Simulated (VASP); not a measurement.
In:

```
CELL_PARAMETERS angstrom
1.64707 0.95094 8.09654
-1.64707 0.95094 8.09654
0.00000 -1.90187 8.09654
ATOMIC_POSITIONS crystal
In 0.22199 0.22199 0.22199
In 0.77801 0.77801 0.77801
In 0.00000 0.00000 0.00000
```

Base run:

```yaml
Program: VASP 6.6.1
Functional: LDA
Potentials_or_basis: VASP PAW LDA potentials, release 64 (In_d)
Cutoff: 520 eV
k_mesh: 9 × 9 × 9
Occupations: fermi-dirac, width 0.05 eV
Spin: no spin polarisation
```

Its results: band gap on the k mesh zero (an odd number of electrons rules out a gap without spin polarisation); pressure -1.1 GPa; largest force 0.018 eV/Å.

Q: The run is repeated on the same cell with these changes: functional from LDA to PBEsol; potentials or basis from VASP PAW LDA potentials, release 64 (In_d) to VASP PAW PBE potentials, release 64 (In_d). What comes out?

A: Band gap on the k mesh zero (an odd number of electrons rules out a gap without spin polarisation); pressure 0.6 GPa; largest force 0.010 eV/Å.

Caveats: spin-orbit coupling is left out, which moves the levels of the heavy elements; the PAW data sets were made with another functional, which shifts forces and pressure a little (at least some runs).
